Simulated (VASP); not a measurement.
NaY, 2 atoms in the cell. It takes space group Pm-3m (No. 221, cubic). The conventional cell has a = 4.012 Å, b = 4.012 Å, c = 4.012 Å, α = 90.00°, β = 90.00°, γ = 90.00°. Na (site symmetry m-3m) has 8 Y at 3.47 Å and 6 Na at 4.01 Å within 4.6 Å. Y (site symmetry m-3m) has 8 Na at 3.47 Å and 6 Y at 4.01 Å within 4.6 Å. 

* Program: VASP 6.6.1
* Task: single point
* Functional: PBE
* Potentials or basis: VASP PAW PBE potentials, release 64 (Na_pv, Y_sv)
* Cutoff: 520 eV
* k mesh: 14 × 14 × 14
* Occupations: gaussian, width 0.1 eV
* Spin: no spin polarisation
* Dipole correction: no
* Further INCAR settings: ALGO = Normal; EDIFF = 1e-07; NBANDS = 16

Potentials or basis: VASP PAW PBE potentials, release 64 (Na_pv, Y_sv).

Run with:

```console
$ cat potpaw_PBE.64/Na_pv/POTCAR potpaw_PBE.64/Y_sv/POTCAR > POTCAR
$ mpirun -np 1 vasp_std > vasp.out
```

Hardware: 1 thread of Intel(R) Xeon(R) Platinum 8375C CPU @ 2.90GHz (Ice Lake), with other jobs on the host.

Problem. How long does it take, and how much memory?

Solution. It took 2.1 min on 1 thread of Intel(R) Xeon(R) Platinum 8375C CPU @ 2.90GHz (Ice Lake), with other jobs on the host, peak memory 0.28 GiB. Counts: scf iterations 14, k points 120.
